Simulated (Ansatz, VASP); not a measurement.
## One calculation of GaP, two programs

```
Ga P
1.0
     0.00000    2.71944    2.71944
     2.71944    0.00000    2.71944
     2.71944    2.71944    0.00000
Ga P
1 1
Direct
  0.00000 0.00000 0.00000
  0.25000 0.25000 0.25000
```

Alike in both runs: functional PBEsol; k mesh 8 × 8 × 8; occupations fermi-dirac, width 0.02 eV; no spin polarisation.

Ansatz relaxed the structure, and its values are those at the end. VASP's run is a single point on that final structure, the one shown.

|  | VASP | Ansatz |
| --- | --- | --- |
| version | VASP 6.6.1 | Ansatz 0.2.0 |
| potentials or method | VASP PAW PBE potentials, release 64 (Ga_d, P), cutoff 520 eV | PAW plane waves |
| valence electrons in the cell | 18 | 18 |

Ansatz gave:

```
gap on the k mesh at the Fermi level (eV) : 1.50
pressure (GPa)                            : 0.0
```

Problem. Estimate VASP's values.

Solution. gap on the k mesh at the Fermi level (eV): 1.50; pressure (GPa): -0.1.

VASP's potentials were made for PBE, not for PBEsol, and Ansatz warns of the same on its side.
